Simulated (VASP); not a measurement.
# HoAs3Pd (Pm-3m) in VASP: further runs

HoAs3Pd is run at these levels: PBE; tasks: single point.

Everything below comes from runs of VASP 6.6.1. Logs are shortened: lines on timing, memory, paths and dates and some standing lists are left out, and cuts for length are marked.

## Step 1: The cell of the first run

The structure is cubic, space group Pm-3m (No. 221). Conventional cell: a = 4.875 Å, b = 4.875 Å, c = 4.875 Å, α = 90.00°, β = 90.00°, γ = 90.00°. Within 4.5 Å of Ho (site symmetry m-3m) lie 12 As at 3.45 Å and 8 Pd at 4.22 Å. As (site symmetry 4/mmm) has 2 Pd at 2.44 Å within 3.2 Å. Within 3.2 Å of Pd (site symmetry m-3m) lie 6 As at 2.44 Å.

The cell was generated, and may not be a known phase.

## Step 2: Single point, PBE

Contents of INCAR:

```
SYSTEM = HoAs3Pd
PREC = Accurate
ENCUT = 690
EDIFF = 1E-6
ISMEAR = 0
SIGMA = 0.1
LREAL = .False.
LASPH = .True.
NELM = 300
ALGO = All
ISIF = 2
LWAVE = .False.
LCHARG = .False.
GGA = PE
NBANDS = 31
GGA_COMPAT = .False.
LMAXMIX = 6
ISEARCH = 1
KPAR = 4
```

Contents of KPOINTS:

```
regular mesh
0
Gamma
  4 4 4
  0 0 0
```

Contents of POSCAR:

```
HoAs3Pd
1.0
    4.8751930677      0.0000000000      0.0000000000
    0.0000000000      4.8751930677      0.0000000000
    0.0000000000      0.0000000000      4.8751930677
Ho As Pd
1 3 1
Direct
    0.0000000000      0.0000000000      0.0000000000
    0.0000000000      0.5000000000      0.5000000000
    0.5000000000      0.0000000000      0.5000000000
    0.5000000000      0.5000000000      0.0000000000
    0.5000000000      0.5000000000      0.5000000000
```

Potentials or basis: VASP PAW PBE potentials, release 64 (Ho, As, Pd).

Command:

```
$ cat potpaw_PBE.64/Ho/POTCAR potpaw_PBE.64/As/POTCAR potpaw_PBE.64/Pd/POTCAR > POTCAR
$ mpirun -np 4 vasp_std > vasp.out
```

OUTCAR:

```text
SYSTEM = HoAs3Pd
   PREC = Accurate
   ENCUT = 690
   EDIFF = 1E-6
   ISMEAR = 0
   LREAL = .False.
   LASPH = .True.
   NELM = 300
   ISIF = 2
   GGA = PE

 ion  position               nearest neighbor table
   1  0.000  0.000  0.000-
   2  0.000  0.500  0.500-   5 2.44   5 2.44
   3  0.500  0.000  0.500-   5 2.44   5 2.44
   4  0.500  0.500  0.000-   5 2.44   5 2.44
   5  0.500  0.500  0.500-   2 2.44   3 2.44   4 2.44   4 2.44   3 2.44   2 2.44

  LATTYP: Found a simple cubic cell.
 ALAT       =     4.8751930677

  Lattice vectors:

 A1 = (   4.8751930677,   0.0000000000,   0.0000000000)
 A2 = (   0.0000000000,   4.8751930677,   0.0000000000)
 A3 = (   0.0000000000,   0.0000000000,   4.8751930677)

Analysis of symmetry for initial positions (statically):
=====================================================================
 Subroutine PRICEL returns:
 Original cell was already a primitive cell.

 Routine SETGRP: Setting up the symmetry group for a
 simple cubic supercell.

 Subroutine GETGRP returns: Found 48 space group operations
 (whereof 48 operations were pure point group operations)
 out of a pool of 48 trial point group operations.

The static configuration has the point symmetry O_h .

Analysis of symmetry for dynamics (positions and initial velocities):
=====================================================================
 Subroutine PRICEL returns:
 Original cell was already a primitive cell.

 Routine SETGRP: Setting up the symmetry group for a
 simple cubic supercell.

 Subroutine GETGRP returns: Found 48 space group operations
 (whereof 48 operations were pure point group operations)
 out of a pool of 48 trial point group operations.

The dynamic configuration has the point symmetry O_h .

 Subroutine INISYM returns: Found 48 space group operations
 (whereof 48 operations are pure point group operations),
 and found     1 'primitive' translations

----------------------------------------------------------------------------------------

                                     Primitive cell

  volume of cell :     115.8712

  direct lattice vectors                    reciprocal lattice vectors
     4.875193068  0.000000000  0.000000000     0.205120082  0.000000000  0.000000000
     0.000000000  4.875193068  0.000000000     0.000000000  0.205120082  0.000000000
     0.000000000  0.000000000  4.875193068     0.000000000  0.000000000  0.205120082

  length of vectors
     4.875193068  4.875193068  4.875193068     0.205120082  0.205120082  0.205120082

  position of ions in fractional coordinates (direct lattice)
     0.000000000  0.000000000  0.000000000
     0.000000000  0.500000000  0.500000000
     0.500000000  0.000000000  0.500000000
     0.500000000  0.500000000  0.000000000
     0.500000000  0.500000000  0.500000000

  ion indices of the primitive-cell ions
   primitive index   ion index
                 1           1
                 2           2
                 3           3
                 4           4
                 5           5

----------------------------------------------------------------------------------------

 KPOINTS: regular mesh

Automatic generation of k-mesh.
 Grid dimensions read from file:
 generate k-points for:    4    4    4

 Generating k-lattice:

  Cartesian coordinates                     Fractional coordinates (reciprocal lattice)
     0.051280020  0.000000000  0.000000000     0.250000000  0.000000000  0.000000000
     0.000000000  0.051280020  0.000000000     0.000000000  0.250000000  0.000000000
     0.000000000  0.000000000  0.051280020     0.000000000  0.000000000  0.250000000

  Length of vectors
     0.051280020  0.051280020  0.051280020

  Shift w.r.t. Gamma in fractional coordinates (k-lattice)
     0.000000000  0.000000000  0.000000000

 Subroutine IBZKPT returns following result:
 ===========================================

 Found     10 irreducible k-points:

 Following reciprocal coordinates:
            Coordinates               Weight
  0.000000  0.000000  0.000000      1.000000
  0.250000  0.000000  0.000000      6.000000
  0.500000  0.000000  0.000000      3.000000
  0.250000  0.250000  0.000000     12.000000
  0.500000  0.250000  0.000000     12.000000
  0.500000  0.500000  0.000000      3.000000
  0.250000  0.250000  0.250000      8.000000
  0.500000  0.250000  0.250000     12.000000
  0.500000  0.500000  0.250000      6.000000
  0.500000  0.500000  0.500000      1.000000
   k-points           NKPTS =     10   k-points in BZ     NKDIM =     10   number of bands    NBANDS=     31
   number of dos      NEDOS =    301   number of ions     NIONS =      5
   total plane-waves  NPLWV =  74088
   dimension x,y,z NGX =    42 NGY =   42 NGZ =   42
   dimension x,y,z NGXF=    84 NGYF=   84 NGZF=   84
   ions per type =               1   3   1
   NGX,Y,Z   is equivalent  to a cutoff of  14.32, 14.32, 14.32 a.u.
   NGXF,Y,Z  is equivalent  to a cutoff of  28.64, 28.64, 28.64 a.u.
 SYSTEM =  HoAs3Pd
   PREC   = accura    normal or accurate (medium, high low for compatibility)
   ISTART =      0    job   : 0-new  1-cont  2-samecut
   ICHARG =      2    charge: 1-file 2-atom 10-const
   ISPIN  =      1    spin polarized calculation?
   LNONCOLLINEAR =      F non collinear calculations
   LSORBIT =      F    spin-orbit coupling
   LASPH  =      T    aspherical Exc in radial PAW
   ENCUT  =  690.0 eV  50.71 Ry    7.12 a.u.  10.44 10.44 10.44*2*pi/ulx,y,z
   NELM   =    300;   NELMIN=  2; NELMDL= -5     # of ELM steps
   EDIFF  = 0.1E-05   stopping-criterion for ELM
   LREAL  =      F    real-space projection
   EDIFFG = 0.1E-04   stopping-criterion for IOM
   NSW    =      0    number of steps for IOM
   IBRION =     -1    ionic relax: 0-MD 1-quasi-New 2-CG
   NFREE  =      0    steps in history (QN), initial steepest desc. (CG)
   ISIF   =      2    stress and relaxation
   ISYM   =      2    0-nonsym 1-usesym 2-fastsym
   POTIM  = 0.5000    time-step for ionic-motion
   TEBEG  =    0.0;   TEEND  =   0.0 temperature during run
   PSTRESS=    0.0 pullay stress
   NELECT =      46.0000    total number of electrons
   NUPDOWN=      -1.0000    fix difference up-down
   EMIN   =  10.00;   EMAX   =-10.00  energy-range for DOS
   EFERMI =   0.00;   METHOD = LEGACY
   ISMEAR =     0;   SIGMA  =   0.10  broadening in eV -4-tet -1-fermi 0-gaus
   EFERMI_NEDOS =   21; number of points for ismear=-14 and -15
   IALGO  =     58    algorithm
   IMIX   =      4    mixing-type and parameters
     AMIX     =   0.40;   BMIX     =  1.00
     AMIX_MAG =   1.60;   BMIX_MAG =  1.00
  volume/ion in A,a.u.               =      23.17       156.39
  Fermi-wavevector in a.u.,A,eV,Ry     =   1.203194  2.273707 19.696822  1.447676
  Thomas-Fermi vector in A             =   2.338954
   LORBIT       =      0    0 simple, 1 ext, 2 COOP (PROOUT), +10 PAW based schemes
   GGA     = PE    functional components
   LHFCALC =     F    Hartree Fock is set to
   AEXX    =    0.0000 exact exchange contribution
   IVDW    =     0    specifies the selected vdW correction
   LEPSILON=     F    determine dielectric tensor
   LRPA    =     F    only Hartree local field effects (RPA)
 non-spin polarized calculation
 Gauss-broadening in eV      SIGMA  =   0.10
  energy-cutoff  :      690.00
  volume of cell :      115.87
 maximum number of plane-waves:      4801
 NGX is ok and might be reduce to    42
   NGX = 21   NGY = 21   NGZ = 21

 number of electron      46.0000019 magnetization

 Free energy of the ion-electron system (eV)
  ---------------------------------------------------
  ext. energy  EPLUGINS =         0.00000000
  ---------------------------------------------------
  free energy    TOTEN  =       -23.87536082 eV

  energy without entropy =      -23.69179263  energy(sigma->0) =      -23.78357673

 E-fermi :   4.5669     XC(G=0): -10.2077

 val. band max:        4.5654972105   @ k =   0.5000   0.5000   0.0000
 cond. band min:       4.5918234398   @ k =   0.2500   0.0000   0.0000
 fundamental gap:      0.0263262293
 Fermi energy:         4.5669101793

 k-point     1 :       0.0000    0.0000    0.0000
  band No.  band energies     occupation
      1     -42.1823      2.00000
      2     -17.4931      2.00000
      3     -17.4931      2.00000
      4     -17.4931      2.00000
      5      -7.9100      2.00000
      6      -5.6691      2.00000
[... 23 lines left out ...]
     30       6.8115      0.00000
     31       6.8124      0.00000

 k-point     2 :       0.2500    0.0000    0.0000
  band No.  band energies     occupation
      1     -42.1822      2.00000
      2     -17.5026      2.00000
      3     -17.4921      2.00000
      4     -17.4921      2.00000
      5      -7.6216      2.00000
      6      -5.8173      2.00000
[... 23 lines left out ...]
     30       7.5051      0.00000
     31       7.6289      0.00000

 k-point     3 :       0.5000    0.0000    0.0000
  band No.  band energies     occupation
      1     -42.1821      2.00000
      2     -17.5121      2.00000
      3     -17.4911      2.00000
      4     -17.4911      2.00000
      5      -7.1886      2.00000
      6      -6.1323      2.00000
[... 23 lines left out ...]
     30       8.0898      0.00000
     31       9.3581      0.00000

 k-point     4 :       0.2500    0.2500    0.0000
  band No.  band energies     occupation
      1     -42.1821      2.00000
      2     -17.5016      2.00000
      3     -17.5007      2.00000
      4     -17.4911      2.00000
      5      -7.3429      2.00000
      6      -5.7983      2.00000
[... 159 lines left out ...]
     30       8.4182      0.00000
     31       8.6689      0.00000

 k-point     9 :       0.5000    0.5000    0.2500
  band No.  band energies     occupation
      1     -42.1819      2.00000
      2     -17.5067      2.00000
      3     -17.5067      2.00000
      4     -17.4972      2.00000
      5      -6.2383      2.00000
      6      -5.8866      2.00000
[... 23 lines left out ...]
     30       8.7916      0.00000
     31       9.3380      0.00000

 k-point    10 :       0.5000    0.5000    0.5000
  band No.  band energies     occupation
      1     -42.1818      2.00000
      2     -17.5052      2.00000
      3     -17.5052      2.00000
      4     -17.5052      2.00000
      5      -5.8615      2.00000
      6      -5.8615      2.00000
[... 23 lines left out ...]
     30       7.7263      0.00000
     31       8.7824      0.00000

------------------------ aborting loop because EDIFF is reached ----------------------------------------

  FORCE on cell =-STRESS in cart. coord.  units (eV):
  Direction    XX          YY          ZZ          XY          YZ          ZX
  --------------------------------------------------------------------------------------
  -------------------------------------------------------------------------------------
  Total        1.2674504      1.2674504      1.2674504     -0.0000000      0.0000000      0.0000000
  in kB       17.5253255     17.5253255     17.5253255     -0.0000000      0.0000000      0.0000000
  external PRESSURE =      17.5253255 kB  Pullay stress =       0.0000000 kB

 VOLUME and BASIS-vectors are now :
 -----------------------------------------------------------------------------
  energy-cutoff  :      690.00
  volume of cell :      115.87
      direct lattice vectors                 reciprocal lattice vectors
     4.875193068  0.000000000  0.000000000     0.205120082  0.000000000  0.000000000
     0.000000000  4.875193068  0.000000000     0.000000000  0.205120082  0.000000000
     0.000000000  0.000000000  4.875193068     0.000000000  0.000000000  0.205120082

 POSITION                                       TOTAL-FORCE (eV/Angst)
 -----------------------------------------------------------------------------------
      0.00000      0.00000      0.00000         0.000000      0.000000      0.000000
      0.00000      2.43760      2.43760         0.000000      0.000000      0.000000
      2.43760      0.00000      2.43760         0.000000      0.000000      0.000000
      2.43760      2.43760      0.00000         0.000000      0.000000      0.000000
      2.43760      2.43760      2.43760         0.000000      0.000000      0.000000
 -----------------------------------------------------------------------------------
    total drift:                                0.000000     -0.000000     -0.000000

  FREE ENERGIE OF THE ION-ELECTRON SYSTEM (eV)
  ---------------------------------------------------
  free  energy   TOTEN  =       -23.8753608237 eV

  energy  without entropy=      -23.6917938866  energy(sigma->0) =      -23.78357736
```

Wall time 2.3 min (4 MPI ranks of Intel Xeon Platinum 8259CL at 2.50GHz (Skylake/Cascade Lake), shared host); peak memory 0.33 GiB.

What came out:

```yaml
Free_energy: -23.8754 eV
Pressure: 1.8 GPa
Band_gap_on_the_k_mesh: zero (bands 23 and 24 overlap by 0.41 eV)
```

Caveat: spin-orbit coupling is left out, which moves the levels of the heavy elements; semilocal functionals describe open f shells poorly, which spoils levels, moments and volumes. Spin polarisation is off, so any magnetic state and its effect on volume and gap are missing.

## Step 3: Single point, PBE

Contents of INCAR:

```
SYSTEM = HoAs3Pd
  ALGO = All
  EDIFF = 1E-6
  ENCUT = 690
  GGA = PE
  GGA_COMPAT = .False.
  ISEARCH = 1
  ISIF = 2
  ISMEAR = 0
  KPAR = 4
  LASPH = .True.
  LCHARG = .False.
  LMAXMIX = 6
  LREAL = .False.
  LWAVE = .False.
  NBANDS = 31
  NELM = 300
  PREC = Accurate
  SIGMA = 0.1
```

Contents of KPOINTS:

```
k-points
0
Gamma
  8 8 8
  0 0 0
```

POSCAR is that of step 2.

Potentials or basis: VASP PAW PBE potentials, release 64 (Ho, As, Pd).

Command:

```
$ cat potpaw_PBE.64/Ho/POTCAR potpaw_PBE.64/As/POTCAR potpaw_PBE.64/Pd/POTCAR > POTCAR
$ mpirun -np 4 vasp_std > vasp.out
```

OUTCAR:

```text
SYSTEM = HoAs3Pd
   EDIFF = 1E-6
   ENCUT = 690
   GGA = PE
   ISIF = 2
   ISMEAR = 0
   LASPH = .True.
   LREAL = .False.
   NELM = 300
   PREC = Accurate

 ion  position               nearest neighbor table
   1  0.000  0.000  0.000-
   2  0.000  0.500  0.500-   5 2.44   5 2.44
   3  0.500  0.000  0.500-   5 2.44   5 2.44
   4  0.500  0.500  0.000-   5 2.44   5 2.44
   5  0.500  0.500  0.500-   2 2.44   3 2.44   4 2.44   4 2.44   3 2.44   2 2.44

  LATTYP: Found a simple cubic cell.
 ALAT       =     4.8751930677

  Lattice vectors:

 A1 = (   4.8751930677,   0.0000000000,   0.0000000000)
 A2 = (   0.0000000000,   4.8751930677,   0.0000000000)
 A3 = (   0.0000000000,   0.0000000000,   4.8751930677)

Analysis of symmetry for initial positions (statically):
=====================================================================
 Subroutine PRICEL returns:
 Original cell was already a primitive cell.

 Routine SETGRP: Setting up the symmetry group for a
 simple cubic supercell.

 Subroutine GETGRP returns: Found 48 space group operations
 (whereof 48 operations were pure point group operations)
 out of a pool of 48 trial point group operations.

The static configuration has the point symmetry O_h .

Analysis of symmetry for dynamics (positions and initial velocities):
=====================================================================
 Subroutine PRICEL returns:
 Original cell was already a primitive cell.

 Routine SETGRP: Setting up the symmetry group for a
 simple cubic supercell.

 Subroutine GETGRP returns: Found 48 space group operations
 (whereof 48 operations were pure point group operations)
 out of a pool of 48 trial point group operations.

The dynamic configuration has the point symmetry O_h .

 Subroutine INISYM returns: Found 48 space group operations
 (whereof 48 operations are pure point group operations),
[... 121 lines left out ...]
     AMIX     =   0.40;   BMIX     =  1.00
     AMIX_MAG =   1.60;   BMIX_MAG =  1.00
  volume/ion in A,a.u.               =      23.17       156.39
  Fermi-wavevector in a.u.,A,eV,Ry     =   1.203194  2.273707 19.696822  1.447676
  Thomas-Fermi vector in A             =   2.338954
   LORBIT       =      0    0 simple, 1 ext, 2 COOP (PROOUT), +10 PAW based schemes
   GGA     = PE    functional components
   LHFCALC =     F    Hartree Fock is set to
   AEXX    =    0.0000 exact exchange contribution
   IVDW    =     0    specifies the selected vdW correction
   LEPSILON=     F    determine dielectric tensor
   LRPA    =     F    only Hartree local field effects (RPA)
 non-spin polarized calculation
 Gauss-broadening in eV      SIGMA  =   0.10
  energy-cutoff  :      690.00
  volume of cell :      115.87
 maximum number of plane-waves:      4801
 NGX is ok and might be reduce to    42
   NGX = 21   NGY = 21   NGZ = 21

 number of electron      46.0000019 magnetization

 Free energy of the ion-electron system (eV)
  ---------------------------------------------------
  ext. energy  EPLUGINS =         0.00000000
  ---------------------------------------------------
  free energy    TOTEN  =       -23.89261621 eV

  energy without entropy =      -23.70451561  energy(sigma->0) =      -23.79856591

 E-fermi :   4.5515     XC(G=0): -10.2089

 val. band max:        4.5603060332   @ k =   0.5000   0.5000   0.0000
 cond. band min:       4.5631972486   @ k =   0.3750   0.3750   0.0000
 fundamental gap:      0.0028912154
 Fermi energy:         4.5514716351

 k-point     1 :       0.0000    0.0000    0.0000
  band No.  band energies     occupation
      1     -42.1779      2.00000
      2     -17.4856      2.00000
      3     -17.4856      2.00000
      4     -17.4856      2.00000
      5      -7.9181      2.00000
      6      -5.6819      2.00000
[... 805 lines left out ...]
     30       8.7859      0.00000
     31       8.8842      0.00000

 [... further k-points ...]

------------------------ aborting loop because EDIFF is reached ----------------------------------------

  FORCE on cell =-STRESS in cart. coord.  units (eV):
  Direction    XX          YY          ZZ          XY          YZ          ZX
  --------------------------------------------------------------------------------------
  -------------------------------------------------------------------------------------
  Total        1.0915453      1.0915453      1.0915453      0.0000000     -0.0000000      0.0000000
  in kB       15.0930458     15.0930458     15.0930458      0.0000000     -0.0000000      0.0000000
  external PRESSURE =      15.0930458 kB  Pullay stress =       0.0000000 kB

 VOLUME and BASIS-vectors are now :
 -----------------------------------------------------------------------------
  energy-cutoff  :      690.00
  volume of cell :      115.87
      direct lattice vectors                 reciprocal lattice vectors
     4.875193068  0.000000000  0.000000000     0.205120082  0.000000000  0.000000000
     0.000000000  4.875193068  0.000000000     0.000000000  0.205120082  0.000000000
     0.000000000  0.000000000  4.875193068     0.000000000  0.000000000  0.205120082

 POSITION                                       TOTAL-FORCE (eV/Angst)
 -----------------------------------------------------------------------------------
      0.00000      0.00000      0.00000         0.000000      0.000000      0.000000
      0.00000      2.43760      2.43760         0.000000      0.000000      0.000000
      2.43760      0.00000      2.43760         0.000000      0.000000      0.000000
      2.43760      2.43760      0.00000         0.000000      0.000000      0.000000
      2.43760      2.43760      2.43760         0.000000      0.000000      0.000000
 -----------------------------------------------------------------------------------
    total drift:                                0.000000     -0.000000     -0.000000

  FREE ENERGIE OF THE ION-ELECTRON SYSTEM (eV)
  ---------------------------------------------------
  free  energy   TOTEN  =       -23.8926162139 eV

  energy  without entropy=      -23.7045169589  energy(sigma->0) =      -23.79856659
```

Run time: 3 min. Hardware: 4 MPI ranks of Intel Xeon Platinum 8488C (Sapphire Rapids), shared host; peak memory 0.57 GiB.

What came out:

```
Free energy            : -23.8926 eV
Pressure               : 1.5 GPa
Band gap on the k mesh : zero (bands 23 and 24 overlap by 0.41 eV)
```

Caveat: spin-orbit coupling is left out, which moves the levels of the heavy elements; semilocal functionals describe open f shells poorly, which spoils levels, moments and volumes.

The gap in the log of VASP goes by the Fermi energy; the results here count the filled bands.